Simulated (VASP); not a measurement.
Here is a VASP 6.6.1 calculation.

The input INCAR:

```
SYSTEM = B7C
  ALGO = Normal
  EDIFF = 1E-7
  ENCUT = 520
  GGA = PE
  ISIF = 2
  ISMEAR = 0
  LASPH = .True.
  LCHARG = .True.
  LELF = .True.
  LREAL = .False.
  LVHAR = .True.
  LWAVE = .False.
  NBANDS = 22
  NELM = 80
  PREC = Accurate
  SIGMA = 0.1
```

Contents of KPOINTS:

```
k-points
0
Gamma
  6 6 6
  0 0 0
```

Contents of POSCAR:

```
B7C
1.0
    0.0000000000      2.8686617641      2.8686617641
    2.8686617641      0.0000000000      2.8686617641
    2.8686617641      2.8686617641      0.0000000000
B C
7 1
Direct
    0.5000000000      0.0000000000      0.0000000000
    0.0000000000      0.5000000000      0.5000000000
    0.0000000000      0.5000000000      0.0000000000
    0.5000000000      0.0000000000      0.5000000000
    0.0000000000      0.0000000000      0.5000000000
    0.5000000000      0.5000000000      0.0000000000
    0.5000000000      0.5000000000      0.5000000000
    0.0000000000      0.0000000000      0.0000000000
```

Potentials or basis: VASP PAW PBE potentials, release 64 (B, C).

Run with:

```sh
$ cat potpaw_PBE.64/B/POTCAR potpaw_PBE.64/C/POTCAR > POTCAR
$ mpirun -np 1 vasp_std > vasp.out
```

Problem. Estimate the pressure.

Solution. 0.0 GPa.
